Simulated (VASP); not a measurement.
Wanted: the native input for a VASP 6.6.1 run.

- Task: single point
- Functional: PBE
- Potentials or basis: VASP PAW PBE potentials, release 64 (Rb_sv, Ge_d, Sb)
- Cutoff: 520 eV
- k mesh: 6 × 6 × 1
- Occupations: gaussian, width 0.1 eV
- Spin: no spin polarisation
- Dipole correction: no
- Further INCAR settings: ALGO = Normal; EDIFF = 1e-06; NBANDS = 64

The structure of RbGe2Sb3 lies in POSCAR:

```
RbGe2Sb3
1.0
    4.0585719296      0.0000000000      0.0000000000
   -2.0292859648      3.5148263941      0.0000000000
    0.0000000000      0.0000000000     25.2965154681
Rb Ge Sb
2 4 6
Direct
    0.0000000000      0.0000000000      0.2500000000
    0.0000000000      0.0000000000      0.7500000000
    0.3333333333      0.6666666667      0.9265597714
    0.6666666667      0.3333333333      0.4265597714
    0.6666666667      0.3333333333      0.0734402286
    0.3333333333      0.6666666667      0.5734402286
    0.0000000000      0.0000000000      0.5000000000
    0.0000000000      0.0000000000      0.0000000000
    0.3333333333      0.6666666667      0.3670701958
    0.6666666667      0.3333333333      0.8670701958
    0.6666666667      0.3333333333      0.6329298042
    0.3333333333      0.6666666667      0.1329298042
```

One way to write it, as run:

INCAR

```
SYSTEM = RbGe2Sb3
PREC = Accurate
ENCUT = 520
EDIFF = 1E-6
ISMEAR = 0
SIGMA = 0.1
LREAL = .False.
LASPH = .True.
NELM = 100
ALGO = Normal
ISIF = 2
LWAVE = .False.
LCHARG = .False.
GGA = PE
NBANDS = 64
```

KPOINTS

```
regular mesh
0
Gamma
  6 6 1
  0 0 0
```

Potentials or basis: VASP PAW PBE potentials, release 64 (Rb_sv, Ge_d, Sb).

Launch:

```bash
$ cat potpaw_PBE.64/Rb_sv/POTCAR potpaw_PBE.64/Ge_d/POTCAR potpaw_PBE.64/Sb/POTCAR > POTCAR
$ mpirun -np 1 vasp_std > vasp.out
```

It gave:

- Pressure: 0.0 GPa
- Largest force: 0.007 eV/Å
- Band gap on the k mesh: zero (bands 52 and 53 overlap by 0.83 eV)

Caveat: spin-orbit coupling is left out, which moves the levels of the heavy elements.

Run time: 2.5 min on 1 thread of AMD EPYC 9R45 96-Core Processor (Zen 5), with other jobs on the host, peak memory 0.44 GiB.
